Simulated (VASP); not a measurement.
Ni: single point with PBEsol

The system is Ni.

```
Ni
1.0
    -1.34007    1.34007    1.34007
     1.34007   -1.34007    1.34007
     1.34007    1.34007   -1.34007
Ni
1
Direct
  0.00000 0.00000 0.00000
```

This cell differs from its parent crystal: volume scaled by 0.92.

```
Program                : VASP 6.6.1
Task                   : single point
Functional             : PBEsol
Potentials or basis    : VASP PAW PBE potentials, release 64 (Ni)
Cutoff                 : 600 eV
k mesh                 : 18 × 18 × 18
Occupations            : fermi-dirac, width 0.05 eV
Spin                   : collinear spin, ferromagnetic start
Starting moments       : [0.562] μB
Dipole correction      : no
Further INCAR settings : ALGO = Normal; EDIFF = 1e-06; NBANDS = 15
```

```json
{
  "Pressure": "20.6 GPa",
  "Band gap on the k mesh": "zero (filled and empty bands overlap)",
  "Net moment": "0.00 μB per cell",
  "Valence electrons inside the program's atomic spheres": "Ni 9.56"
}
```

Levels at points of the mesh, in eV from the Fermi level:
Spin up:
| k point | band 1 | band 2 | band 3 | band 4 | band 5 | band 6 | band 7 | band 8 | band 9 | band 10 |
| --- | --- | --- | --- | --- | --- | --- | --- | --- | --- | --- |
| (0.00, 0.00, 0.00) | -9.76 | -2.27 | -2.27 | -2.27 | -0.66 | -0.66 | 27.73 | 27.73 | 27.73 | 33.53 |
| (0.50, 0.00, 0.00) | -5.14 | -3.41 | -0.72 | -0.46 | 0.11 | 0.48 | 7.67 | 20.22 | 21.97 | 25.76 |
| (0.50, 0.50, 0.50) | -4.75 | -4.75 | 0.21 | 0.21 | 0.21 | 10.59 | 10.59 | 10.59 | 17.03 | 17.03 |
Spin down:
| k point | band 3 | band 4 | band 5 | band 6 | band 7 | band 8 |
| --- | --- | --- | --- | --- | --- | --- |
| (0.00, 0.00, 0.00) | -2.27 | -2.27 | -0.67 | -0.67 | 27.73 | 27.73 |
| (0.50, 0.00, 0.00) | -0.72 | -0.46 | 0.11 | 0.48 | 7.67 | 20.22 |
| (0.50, 0.50, 0.50) | 0.20 | 0.20 | 0.20 | 10.59 | 10.59 | 10.59 |

Wall time 55 s on 1 thread of Intel(R) Xeon(R) Platinum 8559C (Emerald Rapids) (shared host), peak memory 0.17 GiB.

Caveat: the PAW data sets were made with another functional, which shifts forces and pressure a little.
